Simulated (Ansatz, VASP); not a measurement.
# Two plane-wave programs on CdSe

```xyz
2
Lattice="0.0000 3.0703 3.0703 3.0703 0.0000 3.0703 3.0703 3.0703 0.0000" Properties=species:S:1:pos:R:3 pbc="T T T"
Cd    0.0000    0.0000    0.0000
Se    1.5351    1.5351    1.5351
```

Alike in both runs: functional LDA; k mesh 8 × 8 × 8; no spin polarisation.

```csv
,VASP,Ansatz
version,VASP 6.6.1,Ansatz 0.2.0
potentials or method,"VASP PAW LDA potentials, release 64 (Cd, Se)",Ansatz PAW polarizable
plane-wave cutoff (eV),520,420
occupations,"gaussian, width 0.01 eV",fixed
valence electrons in the cell,18,36
task,single point,electron localisation function
```

|  | VASP | Ansatz | Ansatz less VASP |
| --- | --- | --- | --- |
| gap on the k mesh at the Fermi level (eV) | 0.30 | 0.27 | -0.031 |
| least direct gap on the mesh (eV) | 0.30 | 0.27 | -0.031 |
| pressure (GPa) | -2.9 | -3.3 | -0.37 |

LDA's correlation is that of Perdew and Zunger in VASP and of Perdew and Wang (1992) in Ansatz. VASP's potentials hold 18 valence electrons a cell and Ansatz's 36, so a difference there can come from the potentials and not from the codes.
